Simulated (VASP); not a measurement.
Set up this calculation in VASP 6.6.1, as the native input.

| Quantity | Value |
| --- | --- |
| Task | single point |
| Functional | PBE |
| Potentials or basis | VASP PAW PBE potentials, release 64 (Yb) |
| Cutoff | 520 eV |
| k mesh | 12 × 12 × 12 |
| Occupations | fermi-dirac, width 0.05 eV |
| Spin | no spin polarisation |
| Dipole correction | no |
| Further INCAR settings | ALGO = Normal; EDIFF = 1e-07; NBANDS = 18 |

The structure of Yb lies in POSCAR:

```
Yb
1.0
    0.0000000000      2.7060265364      2.7060265364
    2.7060265364      0.0000000000      2.7060265364
    2.7060265364      2.7060265364      0.0000000000
Yb
1
Direct
    0.0000000000      0.0000000000      0.0000000000
```

These files were run (other wordings do the same):

INCAR

```
SYSTEM = Yb
PREC = Accurate ; ENCUT = 520
EDIFF = 1E-7 ; ISMEAR = -1
SIGMA = 0.05 ; LREAL = .False.
LASPH = .True. ; NELM = 60
ALGO = Normal ; ISIF = 2
LWAVE = .False. ; LCHARG = .False.
GGA = PE ; NBANDS = 18
```

KPOINTS

```
regular mesh
0
Gamma
  12 12 12
  0 0 0
```

Potentials or basis: VASP PAW PBE potentials, release 64 (Yb).

The run is started by

```bash
$ cat potpaw_PBE.64/Yb/POTCAR > POTCAR
$ mpirun -np 1 vasp_std > vasp.out
```

Results of the run:

* Pressure: -1.9 GPa
* Band gap on the k mesh: zero (bands 12 and 13 overlap by 0.03 eV)

Caveat: spin-orbit coupling is left out, which moves the levels of the heavy elements.

It took 2.9 min on 1 thread of Intel Xeon 8259CL, on a shared host, peak memory 0.2 GiB.
